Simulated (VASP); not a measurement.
Set up this calculation in VASP 6.6.1, as the native input.

| Quantity | Value |
| --- | --- |
| Task | relaxation of cell and atoms |
| Functional | PBEsol |
| Potentials or basis | VASP PAW PBE potentials, release 64 (Cu, Au) |
| Cutoff | 600 eV |
| k mesh | 8 × 8 × 8 |
| Occupations | gaussian, width 0.1 eV |
| Spin | no spin polarisation |
| Dipole correction | no |
| Further INCAR settings | ALGO = Normal; EDIFF = 1e-06; IBRION = 2; EDIFFG = -0.02; NSW = 80; ISIF = 3 |

The structure of CuAu lies in POSCAR:

```
CuAu
1.0
    4.5707260000      0.0000000000      0.0000000000
    3.6595303744      2.7384984217      0.0000000000
    3.6595303744      1.2176556475      2.4528938685
Cu Au
1 1
Direct
    0.5000000000      0.5000000000      0.5000000000
    0.0000000000      0.0000000000      0.0000000000
```

The input as run:

INCAR

```
PREC = Accurate
ENCUT = 600
EDIFF = 1E-6
ISMEAR = 0
SIGMA = 0.1
LREAL = F
LASPH = T
NELM = 60
ALGO = Normal
ISIF = 3
LWAVE = F
LCHARG = F
GGA = PS
IBRION = 2
NSW = 80
EDIFFG = -0.02
```

KPOINTS

```
Automatic mesh
0
Gamma
  8 8 8
```

Potentials or basis: VASP PAW PBE potentials, release 64 (Cu, Au).

The run is started by

```console
$ cat potpaw_PBE.64/Cu/POTCAR potpaw_PBE.64/Au/POTCAR > POTCAR
$ mpirun -np 1 vasp_std > vasp.out
```

Results of the run:

```
Relaxed volume                         : 14.54 Å³/atom
Relaxed cell                           : a = 4.465 Å, b = 4.465 Å, c = 4.465 Å, α = 37.14°, β = 37.14°, γ = 37.14°
Space group after relaxing (to 0.05 Å) : R-3m (No. 166)
Energy gained by relaxing              : 21.0 meV/atom
Ionic steps                            : 6
Pressure after relaxing                : 0.2 GPa
Band gap on the k mesh                 : zero (band 11 reaches 10.30 eV, above the bottom of band 12 at 6.31 eV)
```

Caveat: the PAW data sets were made with another functional, which shifts forces and pressure a little; spin-orbit coupling is left out, which moves the levels of the heavy elements.

Run time: 6.5 min on 1 thread of Intel(R) Xeon(R) Platinum 8375C CPU @ 2.90GHz (Ice Lake) (shared host), peak memory 0.28 GiB.
